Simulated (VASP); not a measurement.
A run of VASP 6.6.1:

INCAR

```
PREC     = Accurate       # precision mode
ENCUT    = 520            # plane-wave cutoff, eV
EDIFF    = 1E-6           # SCF threshold, eV
ISMEAR   = -1             # smearing method
SIGMA    = 0.02           # smearing width, eV
LREAL    = False          # projectors in reciprocal space
LASPH    = True           # aspherical terms in the spheres
NELM     = 60             # most SCF steps
ALGO     = Normal         # electronic algorithm
ISIF     = 2              # what is computed and relaxed
LWAVE    = False          # write WAVECAR
LCHARG   = True           # write CHGCAR
GGA      = PE             # functional
LELF     = True           # ELF
LVHAR    = True         
NBANDS   = 17             # bands
```

File KPOINTS:

```
regular mesh
0
Gamma
  6 6 6
```

Contents of POSCAR:

```
SnSe
1.0
    0.0000000000      3.4665858174      3.3639842963
    3.4665858174      0.0000000000      3.3639842963
    3.4665858174      3.4665858174      0.0000000000
Sn Se
1 1
Direct
    0.0000000000      0.0000000000      0.0000000000
    0.2500000000      0.2500000000      0.2500000000
```

Potentials or basis: VASP PAW PBE potentials, release 64 (Sn_d, Se).

Command:

```console
$ cat potpaw_PBE.64/Sn_d/POTCAR potpaw_PBE.64/Se/POTCAR > POTCAR
$ mpirun -np 1 vasp_std > vasp.out
```

Hardware: 1 thread of Intel(R) Xeon(R) Platinum 8488C (Sapphire Rapids), on a shared host.

Q: How long does it take, and how much memory?

A: Run time: 31 s on 1 thread of Intel(R) Xeon(R) Platinum 8488C (Sapphire Rapids), on a shared host, peak memory 0.21 GiB. Counts: scf iterations 14, k points 30.
